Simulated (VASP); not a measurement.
Input of a VASP 6.6.1 run:

INCAR

```
SYSTEM = Pd
PREC = Accurate
ENCUT = 520
EDIFF = 1E-6
ISMEAR = -1
SIGMA = 0.05
LREAL = .False.
LASPH = .True.
NELM = 150
ALGO = Normal
ISIF = 2
LWAVE = .False.
LCHARG = .False.
ISPIN = 2
MAGMOM = 0.36 0.36
LORBIT = 11
LMAXMIX = 4
GGA = RE
NBANDS = 21
```

File KPOINTS:

```
Automatic mesh
0
Gamma
  15 15 8
  0 0 0
```

Contents of POSCAR:

```
Pd
1.0
    2.7172368397      0.0000000000      0.0000000000
   -1.3586184199      2.3531961313      0.0000000000
    0.0000000000      0.0000000000      4.5328424724
Pd
2
Direct
    0.3333333333      0.6666666667      0.2500000000
    0.6666666667      0.3333333333      0.7500000000
```

Potentials or basis: VASP PAW PBE potentials, release 64 (Pd).

Command:

```bash
$ cat potpaw_PBE.64/Pd/POTCAR > POTCAR
$ mpirun -np 1 vasp_std > vasp.out
```

Problem. Predict the net moment.

Solution. 0.55 μB per cell.

Problem. Predict the site moments.

Solution. Pd +0.27 μB.

Problem. What does it give for the pressure?

Solution. 15.2 GPa.

Stress tensor (GPa, compression positive):
```
15.40  0.00  0.00
 0.00 15.40  0.00
 0.00  0.00 14.92
```

Caveat: the cell stands under pressure; the PAW data sets were made with another functional, which shifts forces and pressure a little.
